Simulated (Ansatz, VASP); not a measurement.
Ti: VASP beside Ansatz

File INCAR:

```
  PREC = Accurate
  ENCUT = 520
  EDIFF = 1E-6
  ISMEAR = 0
  SIGMA = 0.15
  LREAL = F
  LASPH = T
  NELM = 100
  ALGO = Fast
  ISIF = 2
  LWAVE = F
  LCHARG = F
  GGA = PS
  NBANDS = 32
```

KPOINTS

```
regular mesh
0
Gamma
  18 18 6
```

The input POSCAR:

```
Ti
1.0
    2.9001878206      0.0000000000      0.0000000000
   -1.4500939103      2.5116363284      0.0000000000
    0.0000000000      0.0000000000      9.1816218367
Ti
4
Direct
    0.2605794246      0.6666666667      0.1250000000
    0.4060872421      0.6666666667      0.6250000000
    0.6230143214      0.3333333333      0.3750000000
    0.7103190119      0.3333333333      0.8750000000
```

Input for Ansatz:

```yaml
crystal:
  lattice:
    - [2.9001878206, 0.0, 0.0]
    - [-1.4500939103, 2.5116363284, 0.0]
    - [0.0, 0.0, 9.1816218367]
  atoms:
    - { symbol: Ti, position: [0.2605794246, 0.6666666667, 0.125] }
    - { symbol: Ti, position: [0.4060872421, 0.6666666667, 0.625] }
    - { symbol: Ti, position: [0.6230143214, 0.3333333333, 0.375] }
    - { symbol: Ti, position: [0.7103190119, 0.3333333333, 0.875] }
basis:
  ecutwfc: 520.0
kpoints:
  mp_grid: { grid: [18, 18, 6] }
hamiltonian:
  xc: pbesol
  pseudopotentials: { kind: paw, azcp: { folder: soft_1 } }
scf:
  occupations: { method: gaussian, width: 0.15 }
output:
  forces: true
  stress: true
  eigenvalues: true
  write_density: true
  write_potential: true
  elf: true
  volumetric_format: npy
```

Change from the starting cell: mode 4 frozen in at -0.211 Å and mode 5 at -0.127 Å (largest displacements).

Alike in both runs: task single point; functional PBEsol; k mesh 18 × 18 × 6; occupations gaussian, width 0.15 eV; no spin polarisation.

|  | VASP | Ansatz |
| --- | --- | --- |
| version | VASP 6.6.1 | Ansatz 0.2.0 |
| potentials or method | VASP PAW PBE potentials, release 64 (Ti_sv), cutoff 520 eV | scalar-relativistic, plane waves, PAW |
| valence electrons in the cell | 48 | 48 |

Ansatz gave:

| Quantity | Value |
| --- | --- |
| gap on the k mesh at the Fermi level (eV) | none |
| pressure (GPa) | -0.2 |
| traceless stress, the component that is largest in VASP (GPa) | -0.59 |
| rms of the force components (eV/Å) | 0.151 |

What did VASP give for the same quantities?

gap on the k mesh at the Fermi level (eV): none; pressure (GPa): -0.6; traceless stress, the component that is largest in VASP (GPa): -0.60; rms of the force components (eV/Å): 0.151.

VASP's potentials were made for PBE, not for PBEsol, and Ansatz warns of the same on its side. Atom by atom the forces differ by 0.001 eV/Å (rms over components). A gap of «none» marks a metal or a gap that the smearing closes. With one functional, cell and mesh, what is left measures potentials, basis and numerics.
